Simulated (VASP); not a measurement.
Wanted: the native input for a VASP 6.6.1 run.

```yaml
Task: relaxation of shape and atoms at fixed volume
Functional: r2SCAN
Potentials_or_basis: VASP PAW PBE potentials, release 64 (Ba_sv, Ti_sv, O)
Cutoff: 600 eV
k_mesh: 6 × 6 × 6
Occupations: gaussian, width 0.02 eV
Spin: no spin polarisation
Dipole_correction: no
Further_INCAR_settings: ALGO = Normal; EDIFF = 1e-07; IBRION = 2; EDIFFG = -0.01; NSW = 50; ISIF = 4
```

Crystal: BaTiO3.

```xyz
5
Lattice="2.7265 1.5741 2.2261 -2.7265 1.5741 2.2261 0.0000 -3.1482 2.2261" Properties=species:S:1:pos:R:3 pbc="T T T"
Ba    0.0000    0.0000    0.0249
Ti    0.0000    0.0000    3.3622
O     0.0000    1.5739    2.2529
O    -1.3630   -0.7869    2.2529
O     1.3630   -0.7869    2.2529
```

One way to write it, as run:

POSCAR

```
BaTiO3
1.0
    2.7264611578      1.5741230834      2.2261381460
   -2.7264611578      1.5741230834      2.2261381460
    0.0000000000     -3.1482461668      2.2261381460
Ba Ti O
1 1 3
Direct
    0.0037313171      0.0037313171      0.0037313171
    0.5034500155      0.5034500155      0.5034500155
    0.5039800205      0.5039800205      0.0040586265
    0.0040586265      0.5039800205      0.5039800205
    0.5039800205      0.0040586265      0.5039800205
```

INCAR.step1

```
SYSTEM = BaTiO3
ALGO     = Normal         ! electronic algorithm
EDIFF    = 1E-4           ! SCF threshold, eV
ENCUT    = 600            ! plane-wave cutoff, eV
GGA      = PE             ! functional
ISMEAR   = 0              ! smearing method
LASPH    = .TRUE.         ! aspherical terms in the spheres
LCHARG   = .FALSE.        ! write CHGCAR
LREAL    = .FALSE.        ! projectors in reciprocal space
LWAVE    = .TRUE.         ! write WAVECAR
NELM     = 60             ! most SCF steps
PREC     = Accurate       ! precision mode
SIGMA    = 0.02           ! smearing width, eV
```

INCAR.step2

```
SYSTEM = BaTiO3
ALGO     = Normal         ! electronic algorithm
EDIFF    = 1E-7           ! SCF threshold, eV
EDIFFG   = -0.01          ! ionic threshold
ENCUT    = 600            ! plane-wave cutoff, eV
IBRION   = 2              ! ionic algorithm
ISIF     = 4              ! what is computed and relaxed
ISMEAR   = 0              ! smearing method
ISTART   = 1            
LASPH    = .TRUE.         ! aspherical terms in the spheres
LCHARG   = .FALSE.        ! write CHGCAR
LMIXTAU  = .TRUE.       
LREAL    = .FALSE.        ! projectors in reciprocal space
LWAVE    = .FALSE.        ! write WAVECAR
METAGGA  = R2SCAN         ! meta-GGA
NELM     = 60             ! most SCF steps
NSW      = 50             ! ionic steps
PREC     = Accurate       ! precision mode
SIGMA    = 0.02           ! smearing width, eV
```

KPOINTS

```
k-points
0
G
  6 6 6
  0 0 0
```

Potentials or basis: VASP PAW PBE potentials, release 64 (Ba_sv, Ti_sv, O).

The run is started by

```sh
$ cat potpaw_PBE.64/Ba_sv/POTCAR potpaw_PBE.64/Ti_sv/POTCAR potpaw_PBE.64/O/POTCAR > POTCAR
$ cp INCAR.step1 INCAR
$ mpirun -np 1 vasp_std > vasp.out
$ cp INCAR.step2 INCAR
$ mpirun -np 1 vasp_std > vasp.out
```

Results of the run:

```
Energy gained by relaxing    : 0.0 meV/atom
Ionic steps                  : 2
Pressure after relaxing      : 27.0 GPa
Largest force after relaxing : 0.004 eV/Å
Band gap on the k mesh       : 2.39 eV (least direct gap 2.42 eV)
```

Caveat: the PAW data sets were made with another functional, which shifts forces and pressure a little; spin-orbit coupling is left out, which moves the levels of the heavy elements.

Run time: 3.5 min on 1 thread of Intel(R) Xeon(R) Platinum 8259CL CPU @ 2.50GHz (Skylake/Cascade Lake), on a shared host, peak memory 0.23 GiB.
